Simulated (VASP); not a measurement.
Set up this calculation in VASP 6.6.1, as the native input.

```
Task                   : single point
Functional             : PBEsol
Potentials or basis    : VASP PAW PBE potentials, release 64 (Pt)
Cutoff                 : 520 eV
k mesh                 : 26 × 26 × 26
Occupations            : gaussian, width 0.15 eV
Spin                   : no spin polarisation
Dipole correction      : no
Further INCAR settings : ALGO = Fast; EDIFF = 1e-07; NBANDS = 11
```

The structure of Pt lies in POSCAR:

```
Pt
1.0
    0.0000000000      2.0569818628      2.0080061041
    2.0569818628      0.0000000000      2.0080061041
    2.0569818628      2.0569818628      0.0000000000
Pt
1
Direct
    0.0000000000      0.0000000000      0.0000000000
```

This cell differs from its parent crystal: strain +0.050 along x and y, +0.025 along z.

These files were run (other wordings do the same):

INCAR

```
PREC = Accurate
ENCUT = 520
EDIFF = 1E-7
ISMEAR = 0
SIGMA = 0.15
LREAL = F
LASPH = T
NELM = 80
ALGO = Fast
ISIF = 2
LWAVE = F
LCHARG = F
GGA = PS
NBANDS = 11
```

KPOINTS

```
Automatic mesh
0
Gamma
  26 26 26
```

Potentials or basis: VASP PAW PBE potentials, release 64 (Pt).

Launch:

```sh
$ cat potpaw_PBE.64/Pt/POTCAR > POTCAR
$ mpirun -np 1 vasp_std > vasp.out
```

Results of the run:

| Quantity | Value |
| --- | --- |
| Pressure | -25.4 GPa |
| Band gap on the k mesh | zero (band 5 reaches 9.40 eV, above the bottom of band 6 at 7.52 eV) |

Caveat: the cell differs from its parent crystal (strain +0.050 along x and y, +0.025 along z); the PAW data sets were made with another functional, which shifts forces and pressure a little; spin-orbit coupling is left out, which moves the levels of the heavy elements.

It took 8.9 min on 1 thread of AMD EPYC 7R13 (shared host), peak memory 0.33 GiB.
